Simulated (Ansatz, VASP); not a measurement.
## Two plane-wave programs on Ca

The input POSCAR:

```
Ca
1.0
    0.0000000000      2.7835023068      2.7835023068
    2.7835023068      0.0000000000      2.7835023068
    2.7835023068      2.7835023068      0.0000000000
Ca
1
Direct
    0.0000000000      0.0000000000      0.0000000000
```

Contents of INCAR.step1:

```
SYSTEM = Ca
  PREC = Accurate
  ENCUT = 520
  ISMEAR = 0
  SIGMA = 0.3
  LREAL = .FALSE.
  LASPH = .TRUE.
  NELM = 80
  NBANDS = 11
  GGA = PE
  ALGO = Normal
  EDIFF = 1E-4
  LWAVE = .TRUE.
  LCHARG = .FALSE.
```

INCAR.step2

```
SYSTEM = Ca
  PREC = Accurate
  ENCUT = 520
  EDIFF = 1E-6
  ISMEAR = 0
  SIGMA = 0.3
  LREAL = .FALSE.
  LASPH = .TRUE.
  NELM = 80
  ALGO = Normal
  ISIF = 2
  LWAVE = .FALSE.
  LCHARG = .FALSE.
  METAGGA = R2SCAN
  LMIXTAU = .TRUE.
  NBANDS = 11
  ISTART = 1
```

File KPOINTS:

```
regular mesh
0
G
  10 10 10
  0 0 0
```

Input for Ansatz:

```yaml
crystal:
  lattice:
    - [0.0, 2.7835023068, 2.7835023068]
    - [2.7835023068, 0.0, 2.7835023068]
    - [2.7835023068, 2.7835023068, 0.0]
  atoms:
    - { symbol: Ca, position: [0.0, 0.0, 0.0] }
hamiltonian:
  xc: r2scan
  pseudopotentials:
    kind: paw
    azcp:
      Ca: "pseudopotentials/Ca.paw.azcp"
basis:
  ecutwfc: 500
  fft_grid_basis: typed
kpoints:
  mp_grid: { grid: [10, 10, 10], shift: [0, 0, 0] }
magnetization:
  spin_polarized: false
scf:
  occupations: { method: gaussian, width: 0.3 }
  lower_state_search: "off"
output:
  stress: true
```

Alike in both runs: task single point; functional r2SCAN; k mesh 10 × 10 × 10; occupations gaussian, width 0.3 eV; no spin polarisation.

|  | VASP | Ansatz |
| --- | --- | --- |
| version | VASP 6.6.1 | Ansatz 0.2.0 |
| potentials or method | VASP PAW PBE potentials, release 64 (Ca_sv), cutoff 520 eV | plane waves (500 eV) with PAW, scalar-relativistic |
| valence electrons in the cell | 10 | 10 |

Ansatz gave:

- pressure (GPa): 0.0

What did VASP give for the same quantities?

Pressure (GPa): 0.1.

VASP's potentials were made for PBE, not for r2SCAN. The functional is the same, so the differences come from potentials, cutoffs and numerics.
